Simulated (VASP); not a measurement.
Crystal: Te.

```
Te
1.0
    -2.29322    2.25729    0.02306
     0.08918    0.02472   -6.32269
    -4.58348   -4.51164    0.08153
Te
4
Direct
  0.48142 0.75085 0.74411
  0.51688 0.24801 0.75475
  0.48961 0.75620 0.25612
  0.51210 0.24493 0.24502
```

| Item | Value |
| --- | --- |
| Program | VASP 6.6.1 |
| Task | relaxation of cell and atoms |
| Functional | PBE |
| Potentials or basis | VASP PAW PBE potentials, release 64 (Te) |
| Cutoff | 600 eV |
| k mesh | 6 × 4 × 4 |
| Occupations | gaussian, width 0.2 eV |
| Spin | no spin polarisation |

At the start: pressure 0.3 GPa; volume 32.70 Å³/atom.

**Question.** Where does the relaxation end?

**Answer.** Over 16 steps the energy falls by 29.1 meV/atom and the volume is 33.24 Å³/atom (+1.7 %); space group P-1 (No. 2, to 0.1 Å) before, Pmmm (No. 47, to 0.1 Å).

The path:
| step | energy change (eV) | largest force (eV/Å) | pressure (GPa) | volume (Å³) |
| --- | --- | --- | --- | --- |
| 1 | 0.0000 | 0.2372 | 0.31 | 130.80 |
| 2 | -0.0804 | 0.2484 | 0.09 | 131.94 |
| 3 | -0.1000 | 0.2252 | 0.16 | 132.68 |
| 4 | -0.1074 | 0.1318 | -0.19 | 133.52 |
| 5 | -0.1094 | 0.0675 | -0.48 | 134.29 |
| 6 | -0.1128 | 0.0551 | 0.04 | 132.95 |
| 7 | -0.1128 | 0.0545 | 0.00 | 133.01 |
| 8 | -0.1133 | 0.0492 | 0.01 | 132.94 |
| 9 | -0.1142 | 0.0369 | 0.03 | 132.74 |
| 10 | -0.1147 | 0.0343 | 0.03 | 132.74 |
| 11 | -0.1155 | 0.0297 | 0.04 | 132.75 |
| 12 | -0.1144 | 0.0423 | 0.08 | 132.76 |
| 13 | -0.1156 | 0.0296 | 0.05 | 132.76 |
| 14 | -0.1159 | 0.0261 | -0.02 | 132.92 |
| 15 | -0.1160 | 0.0247 | -0.11 | 133.11 |
| 16 | -0.1162 | 0.0210 | -0.07 | 132.97 |

Final structure:
```
Te
1.0
    -2.38565    2.37658   -0.00109
    -0.00979   -0.01628   -6.17966
    -4.53079   -4.50583   -0.02069
Te
4
Direct
  0.49708 0.74981 0.74983
  0.50247 0.25010 0.75023
  0.49634 0.75011 0.25024
  0.50411 0.24999 0.24970
```

Caveat: the highest band is partly filled, so the run has too few bands.
